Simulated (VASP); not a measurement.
A run of VASP 6.6.1 is set up as follows.

Contents of INCAR:

```
SYSTEM = SrTe
ALGO = Normal
EDIFF = 1E-6
ENCUT = 500
GGA = PS
GGA_COMPAT = .False.
ISIF = 2
ISMEAR = 0
LASPH = .True.
LCHARG = .False.
LREAL = .False.
LWAVE = .False.
NBANDS = 15
NELM = 120
PREC = Accurate
SIGMA = 0.05
```

File KPOINTS:

```
k-points
0
Gamma
  10 10 10
  0 0 0
```

File POSCAR:

```
SrTe
1.0
    0.0000000000      3.2608753086      3.2608753086
    3.2608753086      0.0000000000      3.2608753086
    3.2608753086      3.2608753086      0.0000000000
Sr Te
1 1
Direct
    0.5000000000      0.5000000000      0.5000000000
    0.0000000000      0.0000000000      0.0000000000
```

Potentials or basis: VASP PAW PBE potentials, release 64 (Sr_sv, Te).

Command:

```console
$ cat potpaw_PBE.64/Sr_sv/POTCAR potpaw_PBE.64/Te/POTCAR > POTCAR
$ mpirun -np 1 vasp_std > vasp.out
```

(1) Estimate the pressure.

(2) Estimate the band gap on the k mesh.

Results:

(1) 1.7 GPa.

(2) 1.43 eV, indirect (least direct gap 2.22 eV).

Caveat: the PAW data sets were made with another functional, which shifts forces and pressure a little; spin-orbit coupling is left out, which moves the levels of the heavy elements.
